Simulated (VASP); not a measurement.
# O (P-1) in VASP: notebook, part 2 of 3

VASP 6.6.1. The steps go on from the part before.

## 3. Electric field gradients, PBEsol (equal xy, yz and zx shear strains of -1 %)

The input, INCAR:

```
SYSTEM = O
PREC     = Accurate       ! precision mode
ENCUT    = 520            ! plane-wave cutoff, eV
EDIFF    = 1E-8           ! SCF threshold, eV
ISMEAR   = -1             ! smearing method
SIGMA    = 0.02           ! smearing width, eV
LREAL    = .FALSE.        ! projectors in reciprocal space
LASPH    = .TRUE.         ! aspherical terms in the spheres
NELM     = 60             ! most SCF steps
ALGO     = Normal         ! electronic algorithm
ISIF     = 2              ! what is computed and relaxed
LWAVE    = .FALSE.        ! write WAVECAR
LCHARG   = .FALSE.        ! write CHGCAR
GGA      = PS             ! functional
LEFG     = .TRUE.       
NBANDS   = 13             ! bands
```

The input, KPOINTS:

```
Automatic mesh
0
G
  10 10 10
  0 0 0
```

The input, POSCAR:

```
O
1.0
    1.4021986674      0.7976126959      3.3970744002
   -1.4444993768      0.8118461861      3.4113078904
   -0.0088237906     -1.6605833821      3.4165177094
O
2
Direct
    0.0577000000      0.0577000000      0.0577000000
    0.9423000000      0.9423000000      0.9423000000
```

Potentials or basis: VASP PAW PBE potentials, release 64 (O).

Started as:

```bash
$ cat potpaw_PBE.64/O/POTCAR > POTCAR
$ mpirun -np 1 vasp_std > vasp.out
```

OUTCAR:

```text
SYSTEM = O
   PREC = Accurate
   ENCUT = 520
   EDIFF = 1E-8
   ISMEAR = -1
   LREAL = .FALSE.
   LASPH = .TRUE.
   NELM = 60
   ISIF = 2
   GGA = PS

 ion  position               nearest neighbor table
   1  0.058  0.058  0.058-   2 1.18
   2  0.942  0.942  0.942-   1 1.18

  LATTYP: Found a triclinic cell.
 ALAT       =     3.7924522677
 B/A-ratio  =     1.2544853256
 C/A-ratio  =     0.7538758594
 COS(alpha) =     0.0008267287
 COS(beta)  =     0.3747468797
 COS(gamma) =     0.8031736738

  Lattice vectors:

[... 595 lines left out ...]

  FREE ENERGIE OF THE ION-ELECTRON SYSTEM (eV)
  ---------------------------------------------------
  free  energy   TOTEN  =        -9.8336296715 eV

  energy  without entropy=       -9.8318488199  energy(sigma->0) =       -9.83273925

 Electric field gradients (V/A^2)
---------------------------------------------------------------------
 ion       V_xx      V_yy      V_zz      V_xy      V_xz      V_yz
---------------------------------------------------------------------
   1     -57.992   -57.996   115.987     0.278    -0.927    -0.941
   2     -57.992   -57.996   115.987     0.278    -0.927    -0.941
---------------------------------------------------------------------

 Electric field gradients after diagonalization (V/A^2)
 (convention: |V_zz| > |V_xx| > |V_yy|)
----------------------------------------------------------------------
 ion       V_xx      V_yy      V_zz     asymmetry (V_yy - V_xx)/ V_zz
----------------------------------------------------------------------
   1     -58.272   -57.725   115.997       0.005
   2     -58.272   -57.725   115.997       0.005
----------------------------------------------------------------------

           NMR quadrupolar parameters

 Cq : quadrupolar parameter    Cq=e*Q*V_zz/h
 eta: asymmetry parameters     (V_yy - V_xx)/ V_zz
 Q  : nuclear electric quadrupole moment in mb (millibarn)
----------------------------------------------------------------------
 ion       Cq(MHz)       eta       Q (mb)
----------------------------------------------------------------------
   1       0.280       0.005       1.000
   2       0.280       0.005       1.000
----------------------------------------------------------------------
```

stdout:

```text
POSCAR found type information on POSCAR O
 POSCAR found :  1 types and       2 ions
 scaLAPACK will be used
 -----------------------------------------------------------------------------
[... 25 lines left out ...]
ion   2
     0.0000293    -0.0795782     0.1674182   -16.6583924     0.1629185    -0.0008929
     0.0000403    -0.0795782     0.1674182   -16.6583922     0.1629185    -0.0008929
     0.0000555    -0.0795782     0.1674182   -16.6583919     0.1629185    -0.0008929
     0.0000765    -0.0795782     0.1674182   -16.6583913     0.1629185    -0.0008929

     0.0000293    -0.2520969     0.7221051   -74.5572921     0.7096103    -0.0016642
     0.0000403    -0.2520969     0.7221050   -74.5572774     0.7096102    -0.0016642
     0.0000555    -0.2520968     0.7221047   -74.5572523     0.7096099    -0.0016642
     0.0000765    -0.2520967     0.7221043   -74.5572102     0.7096095    -0.0016642
```

Run time: 1.9 min. Hardware: 1 thread of Intel Xeon Platinum 8488C (Sapphire Rapids), shared host; peak memory 0.24 GiB.

Results:

```yaml
Free_energy: -9.8336 eV
Pressure: 5.9 GPa
Largest_force: 3.933 eV/Å
Band_gap_on_the_k_mesh: zero (bands 6 and 7 overlap by 1.31 eV)
Largest_electric_field_gradient_by_atom: O +116.0 V/Å²
```

Forces on the atoms (eV/Å):
```
O    0.017  0.019  3.932
O   -0.017 -0.019 -3.932
```

Stress tensor (GPa, compression positive):
```
-8.86 -0.10  0.32
-0.10 -8.93  0.30
 0.32  0.30 35.49
```

Levels at points of the mesh, in eV from the Fermi level:
```csv
k point,band 3,band 4,band 5,band 6,band 7,band 8,band 9,band 10
"(0.00, 0.00, 0.00)",-9.19,-6.63,-6.60,0.55,0.57,8.07,11.65,14.76
"(0.50, 0.00, 0.00)",-8.94,-7.86,-7.03,-0.74,0.04,10.55,12.39,13.16
"(0.00, 0.50, 0.00)",-8.93,-7.92,-6.98,-0.75,0.09,10.45,12.50,13.12
"(0.50, 0.50, 0.00)",-8.73,-7.25,-7.21,-1.37,0.61,10.05,11.53,15.00
"(0.00, 0.00, 0.50)",-8.93,-7.91,-7.00,-0.75,0.07,10.46,12.44,13.13
"(0.50, 0.00, 0.50)",-8.73,-7.26,-7.18,-1.37,0.63,10.02,11.58,15.01
"(0.00, 0.50, 0.50)",-8.73,-7.29,-7.24,-1.37,0.59,10.02,11.44,15.15
"(0.50, 0.50, 0.50)",-7.09,-6.73,-6.71,0.79,0.83,7.89,8.34,13.62
```

Electric field gradients, principal values (V/Å²):
```csv
atom,least,middle,greatest (by size)
1 O,-57.725,-58.272,115.997
2 O,-57.725,-58.272,115.997
```

Caveat: the cell differs from its parent crystal (equal xy, yz and zx shear strains of -1 %); the standard files for N, O and F lose accuracy on very short bonds; spin is off for a triplet molecule; the stress differs along the axes, from -9 to 35 GPa; this functional lacks dispersion, which holds the molecules together, so the pressure and a relaxed volume are unreliable; without QUAD_EFG the Cq values of the log hold for a quadrupole moment of 1 mb, not for the nuclei; the PAW data sets were made with another functional, which shifts forces and pressure a little.

## 4. Electric field gradients, PBEsol (equal xy, yz and zx shear strains of +1 %)

The input, INCAR:

```
SYSTEM = O
  PREC = Accurate
  ENCUT = 520
  EDIFF = 1E-8
  ISMEAR = -1
  SIGMA = 0.02
  LREAL = .FALSE.
  LASPH = .TRUE.
  NELM = 60
  ALGO = Normal
  ISIF = 2
  LWAVE = .FALSE.
  LCHARG = .FALSE.
  GGA = PS
  LEFG = .TRUE.
  NBANDS = 13
```

The input, KPOINTS:

```
regular mesh
0
G
  10 10 10
  0 0 0
```

The input, POSCAR:

```
O
1.0
    1.4444993768      0.8459291861      3.4195255998
   -1.4021986674      0.8316956959      3.4052921096
    0.0088237906     -1.6265003821      3.4000822906
O
2
Direct
    0.0577000000      0.0577000000      0.0577000000
    0.9423000000      0.9423000000      0.9423000000
```

Potentials or basis: VASP PAW PBE potentials, release 64 (O).

Started as:

```bash
$ cat potpaw_PBE.64/O/POTCAR > POTCAR
$ mpirun -np 1 vasp_std > vasp.out
```

OUTCAR:

```text
SYSTEM = O
   PREC = Accurate
   ENCUT = 520
   EDIFF = 1E-8
   ISMEAR = -1
   LREAL = .FALSE.
   LASPH = .TRUE.
   NELM = 60
   ISIF = 2
   GGA = PS

 ion  position               nearest neighbor table
   1  0.058  0.058  0.058-   2 1.18
   2  0.942  0.942  0.942-   1 1.18

  LATTYP: Found a triclinic cell.
 ALAT       =     2.8343852027
 B/A-ratio  =     1.0043692043
 C/A-ratio  =     1.3297781339
 COS(alpha) =     0.0046937576
 COS(beta)  =     0.3737676277
 COS(gamma) =     0.4934652005

  Lattice vectors:

[... 595 lines left out ...]

  FREE ENERGIE OF THE ION-ELECTRON SYSTEM (eV)
  ---------------------------------------------------
  free  energy   TOTEN  =        -9.8336384216 eV

  energy  without entropy=       -9.8318518415  energy(sigma->0) =       -9.83274513

 Electric field gradients (V/A^2)
---------------------------------------------------------------------
 ion       V_xx      V_yy      V_zz      V_xy      V_xz      V_yz
---------------------------------------------------------------------
   1     -58.074   -57.912   115.986    -0.259     0.926     0.941
   2     -58.074   -57.912   115.986    -0.259     0.926     0.941
---------------------------------------------------------------------

 Electric field gradients after diagonalization (V/A^2)
 (convention: |V_zz| > |V_xx| > |V_yy|)
----------------------------------------------------------------------
 ion       V_xx      V_yy      V_zz     asymmetry (V_yy - V_xx)/ V_zz
----------------------------------------------------------------------
   1     -58.274   -57.722   115.996       0.005
   2     -58.274   -57.722   115.996       0.005
----------------------------------------------------------------------

           NMR quadrupolar parameters

 Cq : quadrupolar parameter    Cq=e*Q*V_zz/h
 eta: asymmetry parameters     (V_yy - V_xx)/ V_zz
 Q  : nuclear electric quadrupole moment in mb (millibarn)
----------------------------------------------------------------------
 ion       Cq(MHz)       eta       Q (mb)
----------------------------------------------------------------------
   1       0.280       0.005       1.000
   2       0.280       0.005       1.000
----------------------------------------------------------------------
```

OSZICAR:

```text
N       E                     dE             d eps       ncg     rms          rms(c)
DAV:   1     0.372275513549E+02    0.37228E+02   -0.63389E+03 13309   0.850E+02
DAV:   2    -0.875303080610E+01   -0.45981E+02   -0.44263E+02 16755   0.183E+02
DAV:   3    -0.101439088993E+02   -0.13909E+01   -0.13748E+01 14858   0.291E+01
DAV:   4    -0.101477636156E+02   -0.38547E-02   -0.38546E-02 15004   0.186E+00
DAV:   5    -0.101477778733E+02   -0.14258E-04   -0.14258E-04 14848   0.106E-01    0.446E+00
DAV:   6    -0.989360929211E+01    0.25417E+00   -0.21437E-01 14829   0.424E+00    0.236E+00
DAV:   7    -0.983174354001E+01    0.61866E-01   -0.20151E-01 15624   0.398E+00    0.453E-01
DAV:   8    -0.983364214371E+01   -0.18986E-02   -0.14865E-02 13294   0.101E+00    0.532E-02
DAV:   9    -0.983362988750E+01    0.12256E-04   -0.19644E-04 15824   0.126E-01    0.226E-02
DAV:  10    -0.983363756876E+01   -0.76813E-05   -0.24504E-05 13589   0.427E-02    0.742E-03
DAV:  11    -0.983363852793E+01   -0.95917E-06   -0.30573E-06 14394   0.169E-02    0.395E-03
DAV:  12    -0.983363836954E+01    0.15839E-06   -0.51933E-07 14294   0.634E-03    0.154E-03
DAV:  13    -0.983363841493E+01   -0.45389E-07   -0.70331E-08 13474   0.231E-03    0.175E-04
DAV:  14    -0.983363842163E+01   -0.67008E-08   -0.32499E-09  7572   0.509E-04
   1 F= -.98336384E+01 E0= -.98327451E+01  d E =-.178658E-02
```

Run time: 1.9 min. Hardware: 1 thread of Intel Xeon Platinum 8488C (Sapphire Rapids), shared host; peak memory 0.23 GiB.

What came out:

* Free energy: -9.8336 eV
* Pressure: 5.9 GPa
* Largest force: 3.933 eV/Å
* Band gap on the k mesh: zero (bands 6 and 7 overlap by 1.31 eV)
* Largest electric field gradient by atom: O +116.0 V/Å²

Forces on the atoms (eV/Å):
```
O   -0.016 -0.018  3.933
O    0.016  0.018 -3.933
```

Levels at points of the mesh, in eV from the Fermi level:
```tsv
k point	band 4	band 5	band 6	band 7	band 8	band 9
(0.00, 0.00, 0.00)	-6.63	-6.60	0.55	0.57	8.07	11.65
(0.50, 0.00, 0.00)	-7.93	-6.98	-0.75	0.09	10.42	12.49
(0.00, 0.50, 0.00)	-7.88	-7.03	-0.75	0.04	10.52	12.39
(0.50, 0.50, 0.00)	-7.29	-7.21	-1.37	0.61	10.01	11.50
(0.00, 0.00, 0.50)	-7.88	-7.00	-0.74	0.07	10.52	12.45
(0.50, 0.00, 0.50)	-7.27	-7.24	-1.37	0.59	10.04	11.46
(0.00, 0.50, 0.50)	-7.25	-7.18	-1.37	0.63	10.04	11.59
(0.50, 0.50, 0.50)	-6.73	-6.71	0.79	0.83	7.89	8.34
```

Electric field gradients, principal values (V/Å²):
```csv
atom,least,middle,greatest (by size)
1 O,-57.722,-58.274,115.996
2 O,-57.722,-58.274,115.996
```

Caveat: the cell differs from its parent crystal (equal xy, yz and zx shear strains of +1 %); the standard files for N, O and F lose accuracy on very short bonds; spin is off for a triplet molecule; the stress differs along the axes, from -9 to 35 GPa; this functional lacks dispersion, which holds the molecules together, so the pressure and a relaxed volume are unreliable; without QUAD_EFG the Cq values of the log hold for a quadrupole moment of 1 mb, not for the nuclei; the PAW data sets were made with another functional, which shifts forces and pressure a little.

(Part 2 of 3 ends here.)
